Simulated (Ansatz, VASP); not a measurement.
# Al: VASP beside Ansatz

The input INCAR:

```
SYSTEM = Al
PREC = Accurate ; ENCUT = 520
EDIFF = 1E-6 ; ISMEAR = 0
SIGMA = 0.15 ; LREAL = .False.
LASPH = .True. ; NELM = 80
ALGO = Fast ; ISIF = 2
LWAVE = .False. ; LCHARG = .False.
GGA = PS ; IVDW = 12
NBANDS = 14
```

Contents of KPOINTS:

```
Automatic mesh
0
Gamma
  18 18 6
  0 0 0
```

File POSCAR:

```
Al
1.0
    2.8383061379      0.0000000000      0.0000000000
   -1.4191530689      2.4580452192      0.0000000000
    0.0000000000      0.0000000000      8.7715012886
Al
4
Direct
    0.0000000000      0.0000000000      0.0000000000
    0.3333333333      0.6666666667      0.2500000000
    0.0000000000      0.0000000000      0.5000000000
    0.6666666667      0.3333333333      0.7500000000
```

Input for Ansatz:

```yaml
crystal:
  lattice:
    - [2.8383061379, 0.0, 0.0]
    - [-1.4191530689, 2.4580452192, 0.0]
    - [0.0, 0.0, 8.7715012886]
  atoms:
    - { symbol: Al, position: [0.0, 0.0, 0.0] }
    - { symbol: Al, position: [0.3333333333, 0.6666666667, 0.25] }
    - { symbol: Al, position: [0.0, 0.0, 0.5] }
    - { symbol: Al, position: [0.6666666667, 0.3333333333, 0.75] }
basis:
  ecutwfc: 420
kpoints:
  mp_grid: { grid: [18, 18, 6] }
hamiltonian:
  xc: pbesol
  pseudopotentials: { kind: paw, azcp: { folder: soft_1 } }
  dispersion: d3bj
scf:
  occupations: { method: gaussian, width: 0.15 }
output:
  forces: true
  stress: true
  eigenvalues: true
  write_density: true
  write_potential: true
  elf: true
  volumetric_format: npy
```

Alike in both runs: task single point; functional PBEsol; dispersion D3(BJ); k mesh 18 × 18 × 6; occupations gaussian, width 0.15 eV; no spin polarisation.

|  | VASP | Ansatz |
| --- | --- | --- |
| version | VASP 6.6.1 | Ansatz 0.2.0 |
| potentials or method | VASP PAW PBE potentials, release 64 (Al), cutoff 520 eV | scalar-relativistic, plane waves, PAW |
| valence electrons in the cell | 12 | 12 |

|  | VASP | Ansatz | Ansatz less VASP |
| --- | --- | --- | --- |
| gap on the k mesh at the Fermi level (eV) | none | none | - |
| pressure (GPa) | 2.4 | 2.2 | -0.12 |
| traceless stress, the component that is largest in VASP (GPa) | 3.82 | 3.79 | -0.032 |

VASP's potentials were made for PBE, not for PBEsol, and Ansatz warns of the same on its side. A gap of «none» marks a metal or a gap that the smearing closes.
